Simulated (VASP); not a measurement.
# Si (a cell with a defect) in VASP: relaxation of the atoms with PBE

Aim: the relaxation of the atoms of Si (a cell with a defect) with PBE.

Program: VASP 6.6.1. These are calculated values, not measurements. Logs are shortened: lines on timing, memory, paths and dates and some standing lists are left out, and cuts for length are marked.

**1. The cell of the first run**

The cell holds a defect, 17 atoms: a = 7.679 Å, b = 7.679 Å, c = 7.679 Å, α = 60.00°, β = 60.00°, γ = 60.00°.

**2. Relaxation of the atoms, PBE**

INCAR reads:

```
SYSTEM = Si
  PREC = Accurate
  ENCUT = 520
  EDIFF = 1E-7
  ISMEAR = 0
  SIGMA = 0.02
  LREAL = Auto
  LASPH = .TRUE.
  NELM = 80
  ALGO = Normal
  ISIF = 2
  LWAVE = .FALSE.
  LCHARG = .FALSE.
  GGA = PE
  IBRION = 2
  NSW = 80
  EDIFFG = -0.03
```

KPOINTS reads:

```
Automatic mesh
0
G
  2 2 2
  0 0 0
```

POSCAR reads:

```
Si
1.0
    0.0000000000      5.4300000000      5.4300000000
    5.4300000000      0.0000000000      5.4300000000
    5.4300000000      5.4300000000      0.0000000000
Si
17
Direct
    0.0000000000      0.0000000000      0.0000000000
    0.1250000000      0.1250000000      0.1250000000
    0.0000000000      0.0000000000      0.5000000000
    0.1250000000      0.1250000000      0.6250000000
    0.0000000000      0.5000000000      0.0000000000
    0.1250000000      0.6250000000      0.1250000000
    0.0000000000      0.5000000000      0.5000000000
    0.1250000000      0.6250000000      0.6250000000
    0.5000000000      0.0000000000      0.0000000000
    0.6250000000      0.1250000000      0.1250000000
    0.5000000000      0.0000000000      0.5000000000
    0.6250000000      0.1250000000      0.6250000000
    0.5000000000      0.5000000000      0.0000000000
    0.6250000000      0.6250000000      0.1250000000
    0.5000000000      0.5000000000      0.5000000000
    0.6250000000      0.6250000000      0.6250000000
    0.8003428300      0.8165461600      0.3159211100
```

Potentials or basis: VASP PAW PBE potentials, release 64 (Si).

Started as:

```sh
> cat potpaw_PBE.64/Si/POTCAR > POTCAR
> mpirun -np 1 vasp_std > vasp.out
```

OUTCAR:

```text
SYSTEM = Si
   PREC = Accurate
   ENCUT = 520
   EDIFF = 1E-7
   ISMEAR = 0
   LREAL = Auto
   LASPH = .TRUE.
   NELM = 80
   ISIF = 2
   GGA = PE
   IBRION = 2
   NSW = 80
   EDIFFG = -0.03

 ion  position               nearest neighbor table
   1  0.000  0.000  0.000-  17 2.29   4 2.35   6 2.35  10 2.35   2 2.35
   2  0.125  0.125  0.125-   1 2.35   3 2.35   5 2.35   9 2.35
   3  0.000  0.000  0.500-   2 2.35   4 2.35   8 2.35  12 2.35
   4  0.125  0.125  0.625-   1 2.35   3 2.35   7 2.35  11 2.35
   5  0.000  0.500  0.000-   2 2.35   6 2.35   8 2.35  14 2.35
   6  0.125  0.625  0.125-  17 2.32   5 2.35   7 2.35  13 2.35   1 2.35
   7  0.000  0.500  0.500-  17 2.29   6 2.35   8 2.35  16 2.35   4 2.35
   8  0.125  0.625  0.625-   3 2.35   5 2.35   7 2.35  15 2.35
   9  0.500  0.000  0.000-   2 2.35  10 2.35  12 2.35  14 2.35
  10  0.625  0.125  0.125-  17 2.21   9 2.35  11 2.35  13 2.35   1 2.35
  11  0.500  0.000  0.500-  17 2.19  10 2.35  12 2.35  16 2.35   4 2.35
  12  0.625  0.125  0.625-   3 2.35   9 2.35  11 2.35  15 2.35
  13  0.500  0.500  0.000-   6 2.35  10 2.35  14 2.35  16 2.35
  14  0.625  0.625  0.125-   5 2.35   9 2.35  13 2.35  15 2.35
  15  0.500  0.500  0.500-   8 2.35  12 2.35  14 2.35  16 2.35
  16  0.625  0.625  0.625-  17 2.21  11 2.35  13 2.35  15 2.35   7 2.35
  17  0.800  0.817  0.316-  11 2.19  10 2.21  16 2.21   1 2.29   7 2.29   6 2.32

  LATTYP: Found a face centered cubic cell.
 ALAT       =    10.8600000000

  Lattice vectors:

 A1 = (   0.0000000000,   5.4300000000,   5.4300000000)
 A2 = (   5.4300000000,   0.0000000000,   5.4300000000)
 A3 = (   5.4300000000,   5.4300000000,   0.0000000000)

Analysis of symmetry for initial positions (statically):
=====================================================================
 Subroutine PRICEL returns:
 Original cell was already a primitive cell.

 Routine SETGRP: Setting up the symmetry group for a
 face centered cubic supercell.

 Subroutine GETGRP returns: Found  1 space group operations
 (whereof  1 operations were pure point group operations)
 out of a pool of 48 trial point group operations.

The static configuration has the point symmetry C_1 .

Analysis of symmetry for dynamics (positions and initial velocities):
=====================================================================
 Subroutine PRICEL returns:
 Original cell was already a primitive cell.

 Routine SETGRP: Setting up the symmetry group for a
 face centered cubic supercell.

 Subroutine GETGRP returns: Found  1 space group operations
 (whereof  1 operations were pure point group operations)
 out of a pool of 48 trial point group operations.

The dynamic configuration has the point symmetry C_1 .
[... 117 lines left out ...]
   NFREE  =      1    steps in history (QN), initial steepest desc. (CG)
   ISIF   =      2    stress and relaxation
   ISYM   =      2    0-nonsym 1-usesym 2-fastsym
   POTIM  = 0.5000    time-step for ionic-motion
   TEBEG  =    0.0;   TEEND  =   0.0 temperature during run
   PSTRESS=    0.0 pullay stress
   NELECT =      68.0000    total number of electrons
   NUPDOWN=      -1.0000    fix difference up-down
   EMIN   =  10.00;   EMAX   =-10.00  energy-range for DOS
   EFERMI =   0.00;   METHOD = LEGACY
   ISMEAR =     0;   SIGMA  =   0.02  broadening in eV -4-tet -1-fermi 0-gaus
   EFERMI_NEDOS =   21; number of points for ismear=-14 and -15
   IALGO  =     38    algorithm
   IMIX   =      4    mixing-type and parameters
     AMIX     =   0.40;   BMIX     =  1.00
     AMIX_MAG =   1.60;   BMIX_MAG =  1.00
  volume/ion in A,a.u.               =      18.84       127.11
  Fermi-wavevector in a.u.,A,eV,Ry     =   0.976715  1.845724 12.979587  0.953973
  Thomas-Fermi vector in A             =   2.107356
   LORBIT       =      0    0 simple, 1 ext, 2 COOP (PROOUT), +10 PAW based schemes
   GGA     = PE    functional components
   LHFCALC =     F    Hartree Fock is set to
   AEXX    =    0.0000 exact exchange contribution
   IVDW    =     0    specifies the selected vdW correction
   LEPSILON=     F    determine dielectric tensor
   LRPA    =     F    only Hartree local field effects (RPA)
 conjugate gradient relaxation of ions
 non-spin polarized calculation
 Gauss-broadening in eV      SIGMA  =   0.02
  energy-cutoff  :      520.00
  volume of cell :      320.21
 maximum number of plane-waves:      8646
 NGX is ok and might be reduce to    60
   NGX = 29   NGY = 29   NGZ = 29

--------------------------------------- Ionic step        1  -------------------------------------------

 number of electron      68.0000004 magnetization

 Free energy of the ion-electron system (eV)
  ---------------------------------------------------
  ext. energy  EPLUGINS =         0.00000000
  ---------------------------------------------------
  free energy    TOTEN  =       -86.67200633 eV

  energy without entropy =      -86.66817207  energy(sigma->0) =      -86.67008920

------------------------ aborting loop because EDIFF is reached ----------------------------------------

  FORCE on cell =-STRESS in cart. coord.  units (eV):
  Direction    XX          YY          ZZ          XY          YZ          ZX
  --------------------------------------------------------------------------------------
  -------------------------------------------------------------------------------------
  Total       15.5075073     15.2064436     15.2111290     -4.2890301     -4.2893876     -4.2969133
  in kB       77.5930982     76.0867007     76.1101447    -21.4605173    -21.4623064    -21.4999617
  external PRESSURE =      76.5966479 kB  Pullay stress =       0.0000000 kB
[... 134 lines left out ...]
  FREE ENERGIE OF THE ION-ELECTRON SYSTEM (eV)
  ---------------------------------------------------
  free  energy   TOTEN  =       -87.3896157004 eV

  energy  without entropy=      -87.3868050236  energy(sigma->0) =      -87.38821036

[... ionic steps 4 to 33 ...]

--------------------------------------- Ionic step       34  -------------------------------------------

 number of electron      68.0000000 magnetization

------------------------ aborting loop because EDIFF is reached ----------------------------------------
[... 97 lines left out ...]
--------------------------------------- Ionic step       36  -------------------------------------------

 number of electron      68.0000000 magnetization

 Free energy of the ion-electron system (eV)
  ---------------------------------------------------
  ext. energy  EPLUGINS =         0.00000000
  ---------------------------------------------------
  free energy    TOTEN  =       -87.68353326 eV

  energy without entropy =      -87.68350647  energy(sigma->0) =      -87.68351986

 E-fermi :   6.6912     XC(G=0):  -9.6935

 val. band max:        6.6479291636   @ k =   0.5000   0.5000   0.5000
 cond. band min:       6.7367846979   @ k =   0.0000   0.0000   0.0000
 fundamental gap:      0.0888555343
 Fermi energy:         6.6912150434

 k-point     1 :       0.0000    0.0000    0.0000
  band No.  band energies     occupation
      1      -6.2119      2.00000
      2      -3.8650      2.00000
      3      -3.6349      2.00000
      4      -3.6326      2.00000
      5      -3.3607      2.00000
      6      -2.5189      2.00000
[... 401 lines left out ...]
  FREE ENERGIE OF THE ION-ELECTRON SYSTEM (eV)
  ---------------------------------------------------
  free  energy   TOTEN  =       -87.6835332590 eV

  energy  without entropy=      -87.6835064692  energy(sigma->0) =      -87.68351986

 reached required accuracy - stopping structural energy minimisation
```

Wall time 2.1 h (1 thread of Oxide Virtual Turin-like, shared host); peak memory 0.51 GiB.

What came out:

```yaml
Free_energy: -87.6835 eV
Energy_gained_by_relaxing: 59.5 meV/atom
Ionic_steps: 36
Pressure_after_relaxing: 4.6 GPa
Largest_force_after_relaxing: 0.026 eV/Å
Band_gap_on_the_k_mesh: 0.09 eV
```

Forces in eV/Å, atoms in the order of the input:
```
Si  -0.002  0.001 -0.017
Si  -0.007  0.005  0.005
Si   0.023  0.005  0.007
Si   0.013  0.006  0.011
Si  -0.005 -0.003 -0.001
Si   0.004  0.000 -0.007
Si  -0.003 -0.025  0.005
Si  -0.011  0.005 -0.001
Si   0.005 -0.014  0.000
Si   0.005 -0.002  0.006
Si  -0.010 -0.008 -0.002
Si  -0.011  0.004  0.002
Si  -0.001  0.012  0.006
Si   0.001  0.004  0.004
Si   0.001 -0.005 -0.015
Si   0.003  0.010 -0.006
Si  -0.005  0.005  0.003
```

Step by step:
```csv
step,energy change (eV),largest force (eV/Å),pressure (GPa)
1,0.0000,2.8765,7.66
2,-0.7140,0.8481,6.30
3,-0.7176,0.7378,6.32
4,-0.8099,0.4273,6.12
5,-0.8111,0.4274,6.11
6,-0.8445,0.2959,6.04
7,-0.8530,0.2554,5.98
8,-0.8815,0.2133,5.91
9,-0.9333,0.3817,5.69
10,-0.8954,0.8502,5.19
11,-0.9408,0.5315,5.54
12,-0.9562,0.4797,5.45
13,-0.9881,0.3208,5.20
14,-0.9902,0.2796,4.68
15,-0.9992,0.1612,4.93
16,-1.0030,0.0861,4.90
17,-1.0041,0.0618,4.88
18,-1.0041,0.0605,4.88
19,-1.0045,0.0545,4.88
20,-1.0053,0.0456,4.87
21,-1.0053,0.0527,4.87
22,-1.0057,0.0402,4.87
23,-1.0062,0.0573,4.87
24,-1.0067,0.0353,4.87
25,-1.0071,0.0429,4.87
26,-1.0074,0.0453,4.86
27,-1.0083,0.0505,4.82
28,-1.0075,0.1336,4.73
29,-1.0084,0.0653,4.80
30,-1.0087,0.0624,4.79
31,-1.0094,0.0548,4.76
32,-1.0105,0.0542,4.69
33,-1.0109,0.0832,4.56
34,-1.0110,0.0642,4.61
35,-1.0114,0.0366,4.58
36,-1.0115,0.0260,4.57
```

Final structure:
```cif
data_structure
_symmetry_space_group_name_H-M 'P 1'
_symmetry_Int_Tables_number 1
_cell_length_a 7.6792
_cell_length_b 7.6792
_cell_length_c 7.6792
_cell_angle_alpha 60.000
_cell_angle_beta 60.000
_cell_angle_gamma 60.000
_cell_volume 320.21
loop_
_atom_site_label
_atom_site_type_symbol
_atom_site_fract_x
_atom_site_fract_y
_atom_site_fract_z
_atom_site_occupancy
Si1 Si 0.00796 0.00898 0.97527 1
Si2 Si 0.12576 0.12703 0.11091 1
Si3 Si 0.97949 0.98051 0.48034 1
Si4 Si 0.10614 0.10644 0.60653 1
Si5 Si 0.01498 0.49754 0.99753 1
Si6 Si 0.15224 0.61489 0.11478 1
Si7 Si 0.00813 0.47522 0.50906 1
Si8 Si 0.12579 0.61115 0.62700 1
Si9 Si 0.49640 0.01578 0.99762 1
Si10 Si 0.61381 0.15300 0.11483 1
Si11 Si 0.47485 0.00888 0.50891 1
Si12 Si 0.60991 0.12718 0.62707 1
Si13 Si 0.51952 0.52051 0.02040 1
Si14 Si 0.64635 0.64729 0.14738 1
Si15 Si 0.49642 0.49772 0.51593 1
Si16 Si 0.61396 0.61497 0.65293 1
Si17 Si 0.80864 0.80947 0.30943 1
```

Caveat: the k points lie up to 0.50 Å⁻¹ apart; semilocal functionals underestimate gaps, and a narrow one can read as zero.
